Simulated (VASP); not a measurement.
Write the native input for VASP 6.6.1 that does the following.

* Task: single point
* Functional: r2SCAN
* Potentials or basis: VASP PAW PBE potentials, release 64 (Al, Ru_pv)
* Cutoff: 520 eV
* k mesh: 14 × 14 × 14
* Occupations: fermi-dirac, width 0.15 eV
* Spin: no spin polarisation
* Dipole correction: no
* Further INCAR settings: ALGO = Normal; EDIFF = 1e-06; NBANDS = 16

AlRu:

```
CELL_PARAMETERS angstrom
2.98445 0.00000 0.00000
0.00000 2.98445 0.00000
0.00000 0.00000 2.98445
ATOMIC_POSITIONS crystal
Al 0.00000 0.00000 0.00000
Ru 0.50000 0.50000 0.50000
```

One way to write it, as run:

POSCAR

```
AlRu
1.0
    2.9844490780      0.0000000000      0.0000000000
    0.0000000000      2.9844490780      0.0000000000
    0.0000000000      0.0000000000      2.9844490780
Al Ru
1 1
Direct
    0.0000000000      0.0000000000      0.0000000000
    0.5000000000      0.5000000000      0.5000000000
```

INCAR.step1

```
SYSTEM = AlRu
ALGO = Normal
EDIFF = 1E-4
ENCUT = 520
GGA = PE
ISMEAR = -1
LASPH = .TRUE.
LCHARG = .FALSE.
LREAL = .FALSE.
LWAVE = .TRUE.
NBANDS = 16
NELM = 60
PREC = Accurate
SIGMA = 0.15
```

INCAR.step2

```
SYSTEM = AlRu
ALGO = Normal
EDIFF = 1E-6
ENCUT = 520
ISIF = 2
ISMEAR = -1
ISTART = 1
LASPH = .TRUE.
LCHARG = .FALSE.
LMIXTAU = .TRUE.
LREAL = .FALSE.
LWAVE = .FALSE.
METAGGA = R2SCAN
NBANDS = 16
NELM = 60
PREC = Accurate
SIGMA = 0.15
```

KPOINTS

```
k-points
0
G
  14 14 14
  0 0 0
```

Potentials or basis: VASP PAW PBE potentials, release 64 (Al, Ru_pv).

Run with:

```console
$ cat potpaw_PBE.64/Al/POTCAR potpaw_PBE.64/Ru_pv/POTCAR > POTCAR
$ cp INCAR.step1 INCAR
$ mpirun -np 1 vasp_std > vasp.out
$ cp INCAR.step2 INCAR
$ mpirun -np 1 vasp_std > vasp.out
```

Results of the run:

- Pressure: 0.1 GPa
- Band gap on the k mesh: zero (an odd number of electrons rules out a gap without spin polarisation)

Caveat: the PAW data sets were made with another functional, which shifts forces and pressure a little.

It took 92 s on 1 thread of Intel(R) Xeon(R) Platinum 8259CL CPU @ 2.50GHz (Skylake/Cascade Lake), with other jobs on the host, peak memory 0.18 GiB.
